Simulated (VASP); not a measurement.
# Bi2Te3 (R-3m) in VASP: further runs

Bi2Te3 is run at these levels: PBE; tasks: single point.

Everything below comes from runs of VASP 6.6.1. Logs are shortened: lines on timing, memory, paths and dates and some standing lists are left out, and cuts for length are marked.

**1. The cell of the first run**

The structure is trigonal, space group R-3m (No. 166). Conventional cell: a = 4.384 Å, b = 4.384 Å, c = 30.526 Å, α = 90.00°, β = 90.00°, γ = 120.00°. Within 4.1 Å of Bi (site symmetry 3m) lie 6 Te at 3.12 to 3.23 Å. Te (site symmetry -3m) has 6 Bi at 3.23 Å within 4.2 Å. Within 4.1 Å of Te (site symmetry 3m) lie 3 Bi at 3.12 Å and 3 Te at 3.57 Å.

**2. Single point, PBE**

Contents of INCAR:

```
  PREC = Accurate
  ENCUT = 520
  EDIFF = 1E-7
  ISMEAR = 0
  SIGMA = 0.05
  LREAL = False
  LASPH = True
  NELM = 80
  ALGO = Normal
  ISIF = 2
  LWAVE = False
  LCHARG = False
  GGA = PE
  NBANDS = 32
```

Contents of KPOINTS:

```
Automatic mesh
0
Gamma
  6 6 6
```

Contents of POSCAR:

```
Bi2Te3
1.0
    2.1919635650      1.2655307543     10.1752982818
   -2.1919635650      1.2655307543     10.1752982818
    0.0000000000     -2.5310615087     10.1752982818
Bi Te
2 3
Direct
    0.3990000000      0.3990000000      0.3990000000
    0.6010000000      0.6010000000      0.6010000000
    0.0000000000      0.0000000000      0.0000000000
    0.2080000000      0.2080000000      0.2080000000
    0.7920000000      0.7920000000      0.7920000000
```

Potentials or basis: VASP PAW PBE potentials, release 64 (Bi_d, Te).

Launch:

```
> cat potpaw_PBE.64/Bi_d/POTCAR potpaw_PBE.64/Te/POTCAR > POTCAR
> mpirun -np 1 vasp_std > vasp.out
```

OUTCAR:

```text
PREC = Accurate
   ENCUT = 520
   EDIFF = 1E-7
   ISMEAR = 0
   LREAL = False
   LASPH = True
   NELM = 80
   ISIF = 2
   GGA = PE

 ion  position               nearest neighbor table
   1  0.399  0.399  0.399-   5 3.12   5 3.12   5 3.12   3 3.23   3 3.23   3 3.23
   2  0.601  0.601  0.601-   4 3.12   4 3.12   4 3.12   3 3.23   3 3.23   3 3.23
   3  0.000  0.000  0.000-   2 3.23   2 3.23   1 3.23   1 3.23   2 3.23   1 3.23
   4  0.208  0.208  0.208-   2 3.12   2 3.12   2 3.12   5 3.57   5 3.57   5 3.57
   5  0.792  0.792  0.792-   1 3.12   1 3.12   1 3.12   4 3.57   4 3.57   4 3.57

  LATTYP: Found a trigonal (rhomboedric) cell.
 ALAT       =    10.4853692107
 COS(alpha) =     0.9125964238

  Lattice vectors:

 A1 = (   2.1919635650,   1.2655307543,  10.1752982818)
 A2 = (  -2.1919635650,   1.2655307543,  10.1752982818)
 A3 = (   0.0000000000,  -2.5310615087,  10.1752982818)

Analysis of symmetry for initial positions (statically):
=====================================================================
 Subroutine PRICEL returns:
 Original cell was already a primitive cell.

 Routine SETGRP: Setting up the symmetry group for a
 trigonal (rhombohedral) supercell.

 Subroutine GETGRP returns: Found 12 space group operations
 (whereof 12 operations were pure point group operations)
 out of a pool of 12 trial point group operations.

The static configuration has the point symmetry D_3d.

Analysis of symmetry for dynamics (positions and initial velocities):
=====================================================================
 Subroutine PRICEL returns:
 Original cell was already a primitive cell.

 Routine SETGRP: Setting up the symmetry group for a
 trigonal (rhombohedral) supercell.

 Subroutine GETGRP returns: Found 12 space group operations
 (whereof 12 operations were pure point group operations)
 out of a pool of 12 trial point group operations.

The dynamic configuration has the point symmetry D_3d.

 Subroutine INISYM returns: Found 12 space group operations
 (whereof 12 operations are pure point group operations),
 and found     1 'primitive' translations

----------------------------------------------------------------------------------------

                                     Primitive cell

  volume of cell :     169.3575

  direct lattice vectors                    reciprocal lattice vectors
     2.191963565  1.265530754 10.175298282     0.228105981  0.131697050  0.032759072
    -2.191963565  1.265530754 10.175298282    -0.228105981  0.131697050  0.032759072
     0.000000000 -2.531061509 10.175298282     0.000000000 -0.263394099  0.032759072

  length of vectors
    10.485369211 10.485369211 10.485369211     0.265423451  0.265423451  0.265423451

  position of ions in fractional coordinates (direct lattice)
     0.399000000  0.399000000  0.399000000
     0.601000000  0.601000000  0.601000000
     0.000000000  0.000000000  0.000000000
     0.208000000  0.208000000  0.208000000
     0.792000000  0.792000000  0.792000000

  ion indices of the primitive-cell ions
   primitive index   ion index
                 1           1
                 2           2
                 3           3
                 4           4
                 5           5

----------------------------------------------------------------------------------------

 KPOINTS: Automatic mesh

Automatic generation of k-mesh.
 Grid dimensions read from file:
 generate k-points for:    6    6    6

 Generating k-lattice:

  Cartesian coordinates                     Fractional coordinates (reciprocal lattice)
     0.038017664  0.021949508  0.005459845     0.166666667 -0.000000000  0.000000000
    -0.038017664  0.021949508  0.005459845    -0.000000000  0.166666667  0.000000000
     0.000000000 -0.043899017  0.005459845     0.000000000  0.000000000  0.166666667

  Length of vectors
     0.044237242  0.044237242  0.044237242

  Shift w.r.t. Gamma in fractional coordinates (k-lattice)
     0.000000000  0.000000000  0.000000000

 Subroutine IBZKPT returns following result:
 ===========================================

 Found     32 irreducible k-points:

 Following reciprocal coordinates:
            Coordinates               Weight
  0.000000  0.000000  0.000000      1.000000
  0.166667 -0.000000 -0.000000      6.000000
  0.333333 -0.000000 -0.000000      6.000000
  0.500000  0.000000 -0.000000      3.000000
  0.166667  0.166667 -0.000000      6.000000
  0.333333  0.166667 -0.000000     12.000000
[... 16 lines left out ...]
  0.500000  0.500000  0.166667      6.000000
 -0.333333  0.500000  0.166667     12.000000
 [... further k-points ...]
   k-points           NKPTS =     32   k-points in BZ     NKDIM =     32   number of bands    NBANDS=     32
   number of dos      NEDOS =    301   number of ions     NIONS =      5
   total plane-waves  NPLWV = 512000
   dimension x,y,z NGX =    80 NGY =   80 NGZ =   80
   dimension x,y,z NGXF=   160 NGYF=  160 NGZF=  160
   ions per type =               2   3
   NGX,Y,Z   is equivalent  to a cutoff of  12.68, 12.68, 12.68 a.u.
   NGXF,Y,Z  is equivalent  to a cutoff of  25.37, 25.37, 25.37 a.u.
 SYSTEM =  unknown system
   PREC   = accura    normal or accurate (medium, high low for compatibility)
   ISTART =      0    job   : 0-new  1-cont  2-samecut
   ICHARG =      2    charge: 1-file 2-atom 10-const
   ISPIN  =      1    spin polarized calculation?
   LNONCOLLINEAR =      F non collinear calculations
   LSORBIT =      F    spin-orbit coupling
   LASPH  =      T    aspherical Exc in radial PAW
   ENCUT  =  520.0 eV  38.22 Ry    6.18 a.u.  19.50 19.50 19.50*2*pi/ulx,y,z
   NELM   =     80;   NELMIN=  2; NELMDL= -5     # of ELM steps
   EDIFF  = 0.1E-06   stopping-criterion for ELM
   LREAL  =      F    real-space projection
   EDIFFG = 0.1E-05   stopping-criterion for IOM
   NSW    =      0    number of steps for IOM
   IBRION =     -1    ionic relax: 0-MD 1-quasi-New 2-CG
   NFREE  =      0    steps in history (QN), initial steepest desc. (CG)
   ISIF   =      2    stress and relaxation
   ISYM   =      2    0-nonsym 1-usesym 2-fastsym
   POTIM  = 0.5000    time-step for ionic-motion
   TEBEG  =    0.0;   TEEND  =   0.0 temperature during run
   PSTRESS=    0.0 pullay stress
   NELECT =      48.0000    total number of electrons
   NUPDOWN=      -1.0000    fix difference up-down
   EMIN   =  10.00;   EMAX   =-10.00  energy-range for DOS
   EFERMI =   0.00;   METHOD = LEGACY
   ISMEAR =     0;   SIGMA  =   0.05  broadening in eV -4-tet -1-fermi 0-gaus
   EFERMI_NEDOS =   21; number of points for ismear=-14 and -15
   IALGO  =     38    algorithm
   IMIX   =      4    mixing-type and parameters
     AMIX     =   0.40;   BMIX     =  1.00
     AMIX_MAG =   1.60;   BMIX_MAG =  1.00
  volume/ion in A,a.u.               =      33.87       228.58
  Fermi-wavevector in a.u.,A,eV,Ry     =   1.075360  2.032135 15.733757  1.156399
  Thomas-Fermi vector in A             =   2.211214
   LORBIT       =      0    0 simple, 1 ext, 2 COOP (PROOUT), +10 PAW based schemes
   GGA     = PE    functional components
   LHFCALC =     F    Hartree Fock is set to
   AEXX    =    0.0000 exact exchange contribution
   IVDW    =     0    specifies the selected vdW correction
   LEPSILON=     F    determine dielectric tensor
   LRPA    =     F    only Hartree local field effects (RPA)
 non-spin polarized calculation
 Gauss-broadening in eV      SIGMA  =   0.05
  energy-cutoff  :      520.00
  volume of cell :      169.36
 maximum number of plane-waves:      4580
 NGX is ok and might be reduce to    80
   NGX = 39   NGY = 39   NGZ = 39

 number of electron      47.9999999 magnetization

 Free energy of the ion-electron system (eV)
  ---------------------------------------------------
  ext. energy  EPLUGINS =         0.00000000
  ---------------------------------------------------
  free energy    TOTEN  =       -18.29863065 eV

  energy without entropy =      -18.29863065  energy(sigma->0) =      -18.29863065

 E-fermi :   6.3871     XC(G=0):  -9.3413

 val. band max:        6.2229119015   @ k =   0.0000   0.0000   0.0000
 cond. band min:       6.5513242702   @ k =   0.0000   0.0000   0.0000
 fundamental gap:      0.3284123687
 Fermi energy:         6.3871020088

 k-point     1 :       0.0000    0.0000    0.0000
  band No.  band energies     occupation
      1     -16.9872      2.00000
      2     -16.9872      2.00000
      3     -16.9856      2.00000
      4     -16.9856      2.00000
      5     -16.9794      2.00000
      6     -16.9780      2.00000
[... 24 lines left out ...]
     31      11.0325      0.00000
     32      11.3596      0.00000

 k-point     2 :       0.1667   -0.0000   -0.0000
  band No.  band energies     occupation
      1     -16.9890      2.00000
      2     -16.9871      2.00000
      3     -16.9843      2.00000
      4     -16.9827      2.00000
      5     -16.9783      2.00000
      6     -16.9771      2.00000
[... 24 lines left out ...]
     31      10.2837      0.00000
     32      11.2301      0.00000

 k-point     3 :       0.3333   -0.0000   -0.0000
  band No.  band energies     occupation
      1     -16.9936      2.00000
      2     -16.9909      2.00000
      3     -16.9812      2.00000
      4     -16.9810      2.00000
      5     -16.9788      2.00000
      6     -16.9784      2.00000
[... 24 lines left out ...]
     31      10.2695      0.00000
     32      11.2482      0.00000

 k-point     4 :       0.5000    0.0000   -0.0000
  band No.  band energies     occupation
      1     -16.9961      2.00000
      2     -16.9931      2.00000
      3     -16.9822      2.00000
      4     -16.9812      2.00000
      5     -16.9796      2.00000
      6     -16.9780      2.00000
[... 654 lines left out ...]
     31      10.0918      0.00000
     32      11.9454      0.00000

 k-point    23 :       0.5000    0.5000    0.1667
  band No.  band energies     occupation
      1     -16.9935      2.00000
      2     -16.9910      2.00000
      3     -16.9813      2.00000
      4     -16.9810      2.00000
      5     -16.9788      2.00000
      6     -16.9784      2.00000
[... 24 lines left out ...]
     31      10.2458      0.00000
     32      11.0935      0.00000

 k-point    24 :      -0.3333    0.5000    0.1667
  band No.  band energies     occupation
      1     -16.9928      2.00000
      2     -16.9903      2.00000
      3     -16.9831      2.00000
      4     -16.9802      2.00000
      5     -16.9799      2.00000
      6     -16.9779      2.00000
[... 24 lines left out ...]
     31      10.8364      0.00000
     32      11.5191      0.00000

 [... further k-points ...]
[... 5 lines left out ...]
  --------------------------------------------------------------------------------------
  -------------------------------------------------------------------------------------
  Total        1.5471960      1.5471960      0.8966246      0.0000000     -0.0000000      0.0000000
  in kB       14.6369804     14.6369804      8.4823624      0.0000000     -0.0000000      0.0000000
  external PRESSURE =      12.5854411 kB  Pullay stress =       0.0000000 kB

 VOLUME and BASIS-vectors are now :
 -----------------------------------------------------------------------------
  energy-cutoff  :      520.00
  volume of cell :      169.36
      direct lattice vectors                 reciprocal lattice vectors
     2.191963565  1.265530754 10.175298282     0.228105981  0.131697050  0.032759072
    -2.191963565  1.265530754 10.175298282    -0.228105981  0.131697050  0.032759072
     0.000000000 -2.531061509 10.175298282     0.000000000 -0.263394099  0.032759072

 POSITION                                       TOTAL-FORCE (eV/Angst)
 -----------------------------------------------------------------------------------
      0.00000     -0.00000     12.17983         0.000000     -0.000000      0.480601
      0.00000     -0.00000     18.34606         0.000000      0.000000     -0.480601
      0.00000      0.00000      0.00000         0.000000     -0.000000      0.000000
      0.00000     -0.00000      6.34939         0.000000     -0.000000      0.424632
      0.00000     -0.00000     24.17651         0.000000      0.000000     -0.424632
 -----------------------------------------------------------------------------------
    total drift:                                0.000000     -0.000000      0.000000

  FREE ENERGIE OF THE ION-ELECTRON SYSTEM (eV)
  ---------------------------------------------------
  free  energy   TOTEN  =       -18.2986306541 eV

  energy  without entropy=      -18.2986306487  energy(sigma->0) =      -18.29863065
```

Wall time 11 min (1 thread of Intel Xeon Platinum 8488C (Sapphire Rapids), shared host); peak memory 0.95 GiB.

What came out:

| Quantity | Value |
| --- | --- |
| Free energy | -18.2986 eV |
| Pressure | 1.3 GPa |
| Largest force | 0.481 eV/Å |
| Band gap on the k mesh | 0.33 eV, direct |

Forces in eV/Å, atoms in the order of the input:
```
Bi   0.000  0.000  0.481
Bi   0.000  0.000 -0.481
Te   0.000  0.000  0.000
Te   0.000  0.000  0.425
Te   0.000  0.000 -0.425
```

Caveat: spin-orbit coupling is left out, which moves the levels of the heavy elements. A k mesh can miss the band edges.

**3. Single point, PBE**

Contents of INCAR:

```
PREC = Accurate
ENCUT = 520
EDIFF = 1E-6
ISMEAR = 0
SIGMA = 0.05
LREAL = False
LASPH = True
NELM = 100
ALGO = Normal
ISIF = 2
LWAVE = False
LCHARG = False
GGA = PE
NBANDS = 32
```

Contents of KPOINTS:

```
regular mesh
0
Gamma
  6 6 6
```

Contents of POSCAR:

```
Bi2Te3
1.0
    2.1993897147      1.2698182438     10.1067013255
   -2.1993897147      1.2698182438     10.1067013255
    0.0000000000     -2.5396364877     10.1067013255
Bi Te
2 3
Direct
    0.4001327940      0.4001327940      0.4001327940
    0.5998672060      0.5998672060      0.5998672060
    0.0000000000      0.0000000000      0.0000000000
    0.2094496896      0.2094496896      0.2094496896
    0.7905503104      0.7905503104      0.7905503104
```

Potentials or basis: VASP PAW PBE potentials, release 64 (Bi_d, Te).

Launch:

```
> cat potpaw_PBE.64/Bi_d/POTCAR potpaw_PBE.64/Te/POTCAR > POTCAR
> mpirun -np 1 vasp_std > vasp.out
```

OUTCAR:

```text
PREC = Accurate
   ENCUT = 520
   EDIFF = 1E-6
   ISMEAR = 0
   LREAL = False
   LASPH = True
   NELM = 100
   ISIF = 2
   GGA = PE

 ion  position               nearest neighbor table
   1  0.400  0.400  0.400-   5 3.07   5 3.07   5 3.07   3 3.25   3 3.25   3 3.25
   2  0.600  0.600  0.600-   4 3.07   4 3.07   4 3.07   3 3.25   3 3.25   3 3.25
   3  0.000  0.000  0.000-   2 3.25   1 3.25   2 3.25   2 3.25   1 3.25   1 3.25
   4  0.209  0.209  0.209-   2 3.07   2 3.07   2 3.07   5 3.63   5 3.63   5 3.63
   5  0.791  0.791  0.791-   1 3.07   1 3.07   1 3.07   4 3.63   4 3.63   4 3.63

  LATTYP: Found a trigonal (rhomboedric) cell.
[... 1044 lines left out ...]
  -------------------------------------------------------------------------------------
  Total        1.9820900      1.9820900      2.0791403      0.0000000     -0.0000000      0.0000000
  in kB       18.7512197     18.7512197     19.6693471      0.0000000     -0.0000000      0.0000000
  external PRESSURE =      19.0572621 kB  Pullay stress =       0.0000000 kB

 VOLUME and BASIS-vectors are now :
 -----------------------------------------------------------------------------
  energy-cutoff  :      520.00
  volume of cell :      169.36
      direct lattice vectors                 reciprocal lattice vectors
     2.199389715  1.269818244 10.106701325     0.227335791  0.131252380  0.032981417
    -2.199389715  1.269818244 10.106701325    -0.227335791  0.131252380  0.032981417
     0.000000000 -2.539636488 10.106701325     0.000000000 -0.262504760  0.032981417

 POSITION                                       TOTAL-FORCE (eV/Angst)
 -----------------------------------------------------------------------------------
      0.00000     -0.00000     12.13207         0.000000      0.000000     -0.011505
      0.00000     -0.00000     18.18804         0.000000     -0.000000      0.011505
      0.00000      0.00000      0.00000         0.000000      0.000000      0.000000
      0.00000     -0.00000      6.35054         0.000000      0.000000     -0.005416
      0.00000     -0.00000     23.96957         0.000000     -0.000000      0.005416
 -----------------------------------------------------------------------------------
    total drift:                                0.000000      0.000000      0.000000

  FREE ENERGIE OF THE ION-ELECTRON SYSTEM (eV)
  ---------------------------------------------------
  free  energy   TOTEN  =       -18.3356313914 eV

  energy  without entropy=      -18.3356309459  energy(sigma->0) =      -18.33563117
```

stdout:

```text
POSCAR found type information on POSCAR BiTe
 POSCAR found :  2 types and       5 ions
 scaLAPACK will be used
 LDA part: xc-table for (Slater+PW92), standard interpolation
 POSCAR, INCAR and KPOINTS ok, starting setup
 FFT: planning ... GRIDC
 FFT: planning ... GRID_SOFT
 FFT: planning ... GRID
 WAVECAR not read
 entering main loop
```

Wall time 9.8 min (1 thread of Intel Xeon Platinum 8488C (Sapphire Rapids), shared host); peak memory 0.95 GiB.

What came out:

* Free energy: -18.3356 eV
* Pressure: 1.9 GPa
* Largest force: 0.012 eV/Å
* Band gap on the k mesh: 0.25 eV, direct

Forces in eV/Å, atoms in the order of the input:
```
Bi   0.000  0.000 -0.012
Bi   0.000  0.000  0.012
Te   0.000  0.000  0.000
Te   0.000  0.000 -0.005
Te   0.000  0.000  0.005
```

Stress tensor (GPa, compression positive):
```
1.88 0.00 0.00
0.00 1.88 0.00
0.00 0.00 1.97
```

Levels at points of the mesh, in eV from the valence-band top:
| k point | band 21 | band 22 | band 23 | band 24 | band 25 | band 26 | band 27 | band 28 |
| --- | --- | --- | --- | --- | --- | --- | --- | --- |
| (0.00, 0.00, 0.00) | -1.74 | -0.89 | -0.89 | 0.00 | 0.25 | 0.63 | 0.63 | 1.94 |
| (0.50, 0.00, 0.00) | -2.93 | -2.39 | -0.91 | -0.49 | 0.57 | 1.07 | 2.78 | 2.82 |
| (0.50, 0.50, 0.00) | -2.00 | -1.79 | -1.56 | -0.91 | 0.91 | 1.51 | 2.08 | 2.66 |
| (0.50, 0.50, 0.50) | -1.44 | -1.18 | -1.18 | -0.42 | 0.81 | 1.13 | 1.13 | 1.63 |

Caveat: spin-orbit coupling is left out, which moves the levels of the heavy elements. A k mesh can miss the band edges.
